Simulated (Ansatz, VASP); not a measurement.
## Two plane-wave programs on SnTe

```
CELL_PARAMETERS angstrom
0.00000 3.18933 3.18933
3.18933 0.00000 3.18933
3.18933 3.18933 0.00000
ATOMIC_POSITIONS crystal
Sn 0.00000 0.00000 0.00000
Te 0.50000 0.50000 0.50000
```

Alike in both runs: task single point; functional HSE06; k mesh 5 × 5 × 5; occupations fermi-dirac, width 0.02 eV; no spin polarisation.

|  | VASP | Ansatz |
| --- | --- | --- |
| version | VASP 6.6.1 | Ansatz 0.2.0 |
| potentials or method | VASP PAW PBE potentials, release 64 (Sn_d, Te) | plane waves |
| plane-wave cutoff (eV) | 520 | 420 |
| valence electrons in the cell | 20 | 30 |

```tsv
	VASP	Ansatz	Ansatz less VASP
pressure (GPa)	-0.6	-0.4	+0.21
```

With one functional, cell and mesh, what is left measures potentials, basis and numerics. VASP's potentials hold 20 valence electrons a cell and Ansatz's 30, so a difference there can come from the potentials and not from the codes. Ansatz's warnings: stress exchange threshold loose, stress scf threshold loose.

Spin-orbit coupling is off throughout.
